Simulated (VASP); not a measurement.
# K (Pm-3m) in VASP: a series of runs, part 2 of 2

VASP 6.6.1. The steps go on from the part before.

## 3. Relaxation of cell and atoms, BLYP

This run uses another cell than the first one, of 77.03 Å³/atom.

INCAR

```
PREC     = Accurate       # precision mode
ENCUT    = 600            # plane-wave cutoff, eV
EDIFF    = 1E-6           # SCF threshold, eV
ISMEAR   = -1             # smearing method
SIGMA    = 0.1            # smearing width, eV
LREAL    = F              # projectors in reciprocal space
LASPH    = T              # aspherical terms in the spheres
NELM     = 100            # most SCF steps
ALGO     = Normal         # electronic algorithm
ISIF     = 3              # what is computed and relaxed
LWAVE    = F              # write WAVECAR
LCHARG   = F              # write CHGCAR
GGA      = B5             # functional
ALDAX    = 1.0          
AGGAX    = 1.0          
AGGAC    = 1.0          
ALDAC    = 0.0          
IBRION   = 2              # ionic algorithm
NSW      = 80             # ionic steps
EDIFFG   = -0.01          # ionic threshold
```

KPOINTS

```
regular mesh
0
Gamma
  8 8 8
```

POSCAR

```
K
1.0
    4.2548496140      0.0000000000      0.0000000000
    0.0000000000      4.2548496140      0.0000000000
    0.0000000000      0.0000000000      4.2548496140
K
1
Direct
    0.0000000000      0.0000000000      0.0000000000
```

Potentials or basis: VASP PAW PBE potentials, release 64 (K_sv).

Started as:

```sh
cat potpaw_PBE.64/K_sv/POTCAR > POTCAR
mpirun -np 1 vasp_std > vasp.out
```

OUTCAR:

```text
PREC = Accurate
   ENCUT = 600
   EDIFF = 1E-6
   ISMEAR = -1
   LREAL = F
   LASPH = T
   NELM = 100
   ISIF = 3
   GGA = B5
   IBRION = 2
   NSW = 80
   EDIFFG = -0.01

 ion  position               nearest neighbor table
   1  0.000  0.000  0.000-

  LATTYP: Found a simple cubic cell.
 ALAT       =     4.2548496140

  Lattice vectors:

 A1 = (   4.2548496140,   0.0000000000,   0.0000000000)
 A2 = (   0.0000000000,   4.2548496140,   0.0000000000)
 A3 = (   0.0000000000,   0.0000000000,   4.2548496140)

Analysis of symmetry for initial positions (statically):
=====================================================================
 Subroutine PRICEL returns:
 Original cell was already a primitive cell.

 Routine SETGRP: Setting up the symmetry group for a
 simple cubic supercell.

 Subroutine GETGRP returns: Found 48 space group operations
 (whereof 48 operations were pure point group operations)
 out of a pool of 48 trial point group operations.

The static configuration has the point symmetry O_h .

Analysis of symmetry for dynamics (positions and initial velocities):
=====================================================================
 Subroutine PRICEL returns:
 Original cell was already a primitive cell.

 Routine SETGRP: Setting up the symmetry group for a
 simple cubic supercell.

 Subroutine GETGRP returns: Found 48 space group operations
 (whereof 48 operations were pure point group operations)
 out of a pool of 48 trial point group operations.

The dynamic configuration has the point symmetry O_h .

 Subroutine INISYM returns: Found 48 space group operations
 (whereof 48 operations are pure point group operations),
 and found     1 'primitive' translations

----------------------------------------------------------------------------------------

                                     Primitive cell

  volume of cell :      77.0287

  direct lattice vectors                    reciprocal lattice vectors
     4.254849614  0.000000000  0.000000000     0.235025933  0.000000000  0.000000000
     0.000000000  4.254849614  0.000000000     0.000000000  0.235025933  0.000000000
     0.000000000  0.000000000  4.254849614     0.000000000  0.000000000  0.235025933

  length of vectors
     4.254849614  4.254849614  4.254849614     0.235025933  0.235025933  0.235025933

  position of ions in fractional coordinates (direct lattice)
     0.000000000  0.000000000  0.000000000

  ion indices of the primitive-cell ions
   primitive index   ion index
                 1           1

----------------------------------------------------------------------------------------

 KPOINTS: regular mesh

Automatic generation of k-mesh.
 Grid dimensions read from file:
 generate k-points for:    8    8    8

 Generating k-lattice:

  Cartesian coordinates                     Fractional coordinates (reciprocal lattice)
     0.029378242  0.000000000  0.000000000     0.125000000  0.000000000  0.000000000
     0.000000000  0.029378242  0.000000000     0.000000000  0.125000000  0.000000000
     0.000000000  0.000000000  0.029378242     0.000000000  0.000000000  0.125000000

  Length of vectors
     0.029378242  0.029378242  0.029378242

  Shift w.r.t. Gamma in fractional coordinates (k-lattice)
     0.000000000  0.000000000  0.000000000

 Subroutine IBZKPT returns following result:
 ===========================================

 Found     35 irreducible k-points:

 Following reciprocal coordinates:
            Coordinates               Weight
  0.000000  0.000000  0.000000      1.000000
  0.125000  0.000000  0.000000      6.000000
  0.250000  0.000000  0.000000      6.000000
  0.375000  0.000000  0.000000      6.000000
  0.500000  0.000000  0.000000      3.000000
  0.125000  0.125000  0.000000     12.000000
[... 16 lines left out ...]
  0.375000  0.375000  0.125000     24.000000
  0.500000  0.375000  0.125000     24.000000
 [... further k-points ...]
   k-points           NKPTS =     35   k-points in BZ     NKDIM =     35   number of bands    NBANDS=      8
   number of dos      NEDOS =    301   number of ions     NIONS =      1
   total plane-waves  NPLWV =  46656
   dimension x,y,z NGX =    36 NGY =   36 NGZ =   36
   dimension x,y,z NGXF=    72 NGYF=   72 NGZF=   72
   ions per type =               1
   NGX,Y,Z   is equivalent  to a cutoff of  14.07, 14.07, 14.07 a.u.
   NGXF,Y,Z  is equivalent  to a cutoff of  28.13, 28.13, 28.13 a.u.
 SYSTEM =  unknown system
   PREC   = accura    normal or accurate (medium, high low for compatibility)
   ISTART =      0    job   : 0-new  1-cont  2-samecut
   ICHARG =      2    charge: 1-file 2-atom 10-const
   ISPIN  =      1    spin polarized calculation?
   LNONCOLLINEAR =      F non collinear calculations
   LSORBIT =      F    spin-orbit coupling
   LASPH  =      T    aspherical Exc in radial PAW
   ENCUT  =  600.0 eV  44.10 Ry    6.64 a.u.   8.50  8.50  8.50*2*pi/ulx,y,z
   NELM   =    100;   NELMIN=  2; NELMDL= -5     # of ELM steps
   EDIFF  = 0.1E-05   stopping-criterion for ELM
   LREAL  =      F    real-space projection
   EDIFFG = -.1E-01   stopping-criterion for IOM
   NSW    =     80    number of steps for IOM
   IBRION =      2    ionic relax: 0-MD 1-quasi-New 2-CG
   NFREE  =      1    steps in history (QN), initial steepest desc. (CG)
   ISIF   =      3    stress and relaxation
   ISYM   =      2    0-nonsym 1-usesym 2-fastsym
   POTIM  = 0.5000    time-step for ionic-motion
   TEBEG  =    0.0;   TEEND  =   0.0 temperature during run
   PSTRESS=    0.0 pullay stress
   NELECT =       9.0000    total number of electrons
   NUPDOWN=      -1.0000    fix difference up-down
   EMIN   =  10.00;   EMAX   =-10.00  energy-range for DOS
   EFERMI =   0.00;   METHOD = LEGACY
   ISMEAR =    -1;   SIGMA  =   0.10  broadening in eV -4-tet -1-fermi 0-gaus
   EFERMI_NEDOS =   21; number of points for ismear=-14 and -15
   IALGO  =     38    algorithm
   IMIX   =      4    mixing-type and parameters
     AMIX     =   0.40;   BMIX     =  1.00
     AMIX_MAG =   1.60;   BMIX_MAG =  1.00
  volume/ion in A,a.u.               =      77.03       519.82
  Fermi-wavevector in a.u.,A,eV,Ry     =   0.800334  1.512413  8.715009  0.640535
  Thomas-Fermi vector in A             =   1.907610
   LORBIT       =      0    0 simple, 1 ext, 2 COOP (PROOUT), +10 PAW based schemes
   GGA     = B5    functional components
   LHFCALC =     F    Hartree Fock is set to
   AEXX    =    0.0000 exact exchange contribution
   IVDW    =     0    specifies the selected vdW correction
   LEPSILON=     F    determine dielectric tensor
   LRPA    =     F    only Hartree local field effects (RPA)
 conjugate gradient relaxation of ions
 non-spin polarized calculation
  energy-cutoff  :      600.00
  volume of cell :       77.03
 maximum number of plane-waves:      2612
 NGX is ok and might be reduce to    36
   NGX = 17   NGY = 17   NGZ = 17

--------------------------------------- Ionic step        1  -------------------------------------------

 number of electron       8.9999999 magnetization

 Free energy of the ion-electron system (eV)
  ---------------------------------------------------
  ext. energy  EPLUGINS =         0.00000000
  ---------------------------------------------------
  free energy    TOTEN  =        -0.62992245 eV

  energy without entropy =       -0.60734566  energy(sigma->0) =       -0.61863405

------------------------ aborting loop because EDIFF is reached ----------------------------------------

  FORCE on cell =-STRESS in cart. coord.  units (eV):
  Direction    XX          YY          ZZ          XY          YZ          ZX
  --------------------------------------------------------------------------------------
  -------------------------------------------------------------------------------------
  Total        0.1291041      0.1291041      0.1291041      0.0000000     -0.0000000      0.0000000
  in kB        2.6853323      2.6853323      2.6853323      0.0000000     -0.0000000      0.0000000
  external PRESSURE =       2.6853323 kB  Pullay stress =       0.0000000 kB
[... 90 lines left out ...]
  energy  without entropy=       -0.6119970281  energy(sigma->0) =       -0.62376185

--------------------------------------- Ionic step        4  -------------------------------------------

 number of electron       8.9999999 magnetization

 E-fermi :  -0.0816     XC(G=0):  -4.7670

 val. band max:       -0.1146476867   @ k =   0.5000   0.1250   0.0000
 cond. band min:       0.0301890570   @ k =   0.5000   0.1250   0.1250
 fundamental gap:      0.1448367437
 Fermi energy:        -0.0815515975

 k-point     1 :       0.0000    0.0000    0.0000
  band No.  band energies     occupation
      1     -32.5104      2.00000
      2     -16.0463      2.00000
      3     -16.0463      2.00000
      4     -16.0463      2.00000
      5      -1.9718      2.00000
      6       2.6220      0.00000
      7       2.6220      0.00000
      8       5.5214      0.00000
[... 285 lines left out ...]
  energy  without entropy=       -0.6109719050  energy(sigma->0) =       -0.62345624

--------------------------------------- Ionic step        5  -------------------------------------------

 number of electron       9.0000001 magnetization

 Free energy of the ion-electron system (eV)
  ---------------------------------------------------
  ext. energy  EPLUGINS =         0.00000000
  ---------------------------------------------------
  free energy    TOTEN  =        -0.63670853 eV

  energy without entropy =       -0.61247379  energy(sigma->0) =       -0.62459116

 E-fermi :   0.0021     XC(G=0):  -4.8672

 val. band max:       -0.0202793830   @ k =   0.5000   0.1250   0.0000
 cond. band min:       0.1296605444   @ k =   0.5000   0.1250   0.1250
 fundamental gap:      0.1499399274
 Fermi energy:         0.0021363330

 k-point     1 :       0.0000    0.0000    0.0000
  band No.  band energies     occupation
      1     -32.4181      2.00000
      2     -15.9511      2.00000
      3     -15.9511      2.00000
      4     -15.9511      2.00000
      5      -1.9476      2.00000
      6       2.7103      0.00000
      7       2.7103      0.00000
      8       5.6871      0.00000
[... 281 lines left out ...]
  FREE ENERGIE OF THE ION-ELECTRON SYSTEM (eV)
  ---------------------------------------------------
  free  energy   TOTEN  =        -0.6367085340 eV

  energy  without entropy=       -0.6124737890  energy(sigma->0) =       -0.62459116

 reached required accuracy - stopping structural energy minimisation
```

Run time: 1.8 min. Hardware: 1 thread of Intel Xeon Platinum 8488C (Sapphire Rapids), shared host; peak memory 0.22 GiB.

What came out:

* Free energy: -0.6367 eV
* Relaxed volume: 85.49 Å³/atom
* Relaxed cell: a = 4.405 Å, b = 4.405 Å, c = 4.405 Å, α = 90.00°, β = 90.00°, γ = 90.00°
* Space group after relaxing (to 0.1 Å): Pm-3m (No. 221)
* Energy gained by relaxing: 6.8 meV/atom
* Ionic steps: 5
* Pressure after relaxing: 0.0 GPa
* Band gap on the k mesh: zero (an odd number of electrons rules out a gap without spin polarisation)

The path:
| step | energy change (eV) | largest force (eV/Å) | pressure (GPa) | volume (Å³) |
| --- | --- | --- | --- | --- |
| 1 | 0.0000 | 0.0000 | 0.27 | 77.03 |
| 2 | -0.0022 | 0.0000 | 0.21 | 78.48 |
| 3 | -0.0056 | 0.0000 | 0.09 | 81.94 |
| 4 | -0.0060 | 0.0000 | -0.08 | 89.15 |
| 5 | -0.0068 | 0.0000 | 0.00 | 85.49 |

Final structure:
```
CELL_PARAMETERS angstrom
4.40532 0.00000 0.00000
0.00000 4.40532 0.00000
0.00000 0.00000 4.40532
ATOMIC_POSITIONS crystal
K 0.00000 0.00000 0.00000
```

Caveat: the PAW data sets were made with another functional, which shifts forces and pressure a little.
